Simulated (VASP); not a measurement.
**Re: single point with PBEsol+D3(BJ)**

Re:

```
CELL_PARAMETERS angstrom
2.73154 0.00000 0.00000
-1.36577 2.36558 0.00000
0.00000 0.00000 8.82958
ATOMIC_POSITIONS crystal
Re 0.66667 0.33333 0.75000
Re 0.00000 0.00000 0.50000
Re 0.33333 0.66667 0.25000
Re 0.00000 0.00000 0.00000
```

```json
{
  "Program": "VASP 6.6.1",
  "Task": "single point",
  "Functional": "PBEsol",
  "Dispersion": "D3(BJ)",
  "Potentials or basis": "VASP PAW PBE potentials, release 64 (Re)",
  "Cutoff": "520 eV",
  "k mesh": "11 × 11 × 3",
  "Occupations": "fermi-dirac, width 0.05 eV",
  "Spin": "no spin polarisation",
  "Dipole correction": "no",
  "Further INCAR settings": "ALGO = Normal; EDIFF = 1e-06; NBANDS = 22"
}
```

| Quantity | Value |
| --- | --- |
| Pressure | 0.3 GPa |
| Band gap on the k mesh | zero (band 14 reaches 9.38 eV, above the bottom of band 15 at 6.81 eV) |
| Dispersion energy per atom | -0.708 eV |

Levels at points of the mesh, in eV from the Fermi level:
| k point | band 12 | band 13 | band 14 | band 15 | band 16 | band 17 |
| --- | --- | --- | --- | --- | --- | --- |
| (0.00, 0.00, 0.00) | -1.29 | -1.29 | -1.17 | -1.17 | 0.57 | 0.67 |

Run time: 34 s on 1 thread of Intel(R) Xeon(R) 6975P-C (Granite Rapids), with other jobs on the host, peak memory 0.19 GiB.

Caveat: the PAW data sets were made with another functional, which shifts forces and pressure a little; spin-orbit coupling is left out, which moves the levels of the heavy elements; pairwise dispersion overbinds metals, which lowers pressure and volume.
